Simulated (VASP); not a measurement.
**InP: single point with PBE**

The system is InP, a slab with vacuum.

```
P In
1.0
     3.91760    0.00000    0.00000
    -1.95880    3.39274    0.00000
     0.00000    0.00000   26.19547
P In
4 4
Direct
  0.33333 0.66667 0.28631
  0.00000 0.00000 0.40842
  0.66667 0.33333 0.53053
  0.33333 0.66667 0.65264
  0.66667 0.33333 0.34736
  0.33333 0.66667 0.46947
  0.00000 0.00000 0.59158
  0.66667 0.33333 0.71369
```

| Item | Value |
| --- | --- |
| Program | VASP 6.6.1 |
| Task | single point |
| Functional | PBE |
| Potentials or basis | VASP PAW PBE potentials, release 64 (P, In_d) |
| Cutoff | 520 eV |
| k mesh | 9 × 9 × 1 |
| Occupations | gaussian, width 0.1 eV |
| Spin | no spin polarisation |
| Dipole correction | yes |
| Further INCAR settings | ALGO = Normal; EDIFF = 1e-06; NBANDS = 46 |

- Largest force: 0.823 eV/Å
- Band gap on the k mesh: zero (bands 36 and 37 overlap by 1.01 eV)

Forces in eV/Å, atoms in the order of the input:
```
P    0.000  0.000  0.589
P    0.000  0.000  0.199
P    0.000  0.000 -0.008
P    0.000  0.000 -0.034
In   0.000  0.000 -0.823
In   0.000  0.000  0.035
In   0.000  0.000  0.229
In   0.000  0.000 -0.187
```

Levels at points of the mesh, in eV from the Fermi level:
| k point | band 33 | band 34 | band 35 | band 36 | band 37 | band 38 | band 39 | band 40 |
| --- | --- | --- | --- | --- | --- | --- | --- | --- |
| (0.00, 0.00, 0.00) | -0.09 | 0.03 | 0.03 | 0.75 | 0.75 | 1.68 | 2.50 | 2.57 |

It took 5.2 min on 1 thread of Intel(R) Xeon(R) 6975P-C (Granite Rapids) (shared host), peak memory 0.52 GiB.

Caveat: spin-orbit coupling is left out, which moves the levels of the heavy elements.
